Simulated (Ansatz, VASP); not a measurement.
**One calculation of Fe, two programs**

INCAR

```
SYSTEM = Fe
  ALGO = Normal
  EDIFF = 1E-7
  ENCUT = 520
  GGA = PE
  ISIF = 2
  ISMEAR = 0
  ISPIN = 2
  LASPH = .TRUE.
  LCHARG = .FALSE.
  LMAXMIX = 4
  LORBIT = 11
  LREAL = .FALSE.
  LWAVE = .FALSE.
  MAGMOM = 2.44
  NBANDS = 14
  NELM = 150
  PREC = Accurate
  SIGMA = 0.15
```

Contents of KPOINTS:

```
k-points
0
G
  12 12 12
  0 0 0
```

File POSCAR:

```
Fe
1.0
   -1.5011946238      1.5011946238      1.2928288101
    1.5011946238     -1.5011946238      1.2928288101
    1.5011946238      1.5011946238     -1.2928288101
Fe
1
Direct
    0.0000000000      0.0000000000      0.0000000000
```

Input for Ansatz:

```yaml
crystal:
  lattice:
    - [-1.5011946238, 1.5011946238, 1.2928288101]
    - [1.5011946238, -1.5011946238, 1.2928288101]
    - [1.5011946238, 1.5011946238, -1.2928288101]
  atoms:
    - { symbol: Fe, position: [0.0, 0.0, 0.0], spin: 2.44 }
basis:
  ecutwfc: 520.0
kpoints:
  mp_grid: { grid: [12, 12, 12] }
hamiltonian:
  xc: pbe
scf:
  occupations: { method: gaussian, width: 0.15 }
output:
  forces: true
  stress: true
  eigenvalues: true
  populations: true
magnetization:
  spin_polarized: true
```

Alike in both runs: task single point; functional PBE; k mesh 12 × 12 × 12; occupations gaussian, width 0.15 eV; collinear spin.

|  | VASP | Ansatz |
| --- | --- | --- |
| version | VASP 6.6.1 | Ansatz 0.2.0 |
| potentials or method | VASP PAW PBE potentials, release 64 (Fe), cutoff 520 eV | scalar-relativistic, plane waves, PAW |
| valence electrons in the cell | 8 | 16 |

VASP gave:

| Item | Value |
| --- | --- |
| gap on the k mesh at the Fermi level (eV) | none |
| pressure (GPa) | -0.6 |
| traceless stress, the component that is largest in VASP (GPa) | 12.48 |
| net moment per atom (μB) | 2.34 |
| size of the moment on the site where the two differ most (μB) | 2.33 |

Task: Which values does Ansatz return?

Result: gap on the k mesh at the Fermi level (eV): none; pressure (GPa): -0.9; traceless stress, the component that is largest in VASP (GPa): 12.82; net moment per atom (μB): 2.31; size of the moment on the site where the two differ most (μB): 2.35.

Site moments also hang on the region over which each program counts them. A gap of «none» marks a metal or a gap that the smearing closes. With one functional, cell and mesh, what is left measures potentials, basis and numerics. VASP's potentials hold 8 valence electrons a cell and Ansatz's 16, so a difference there can come from the potentials and not from the codes.
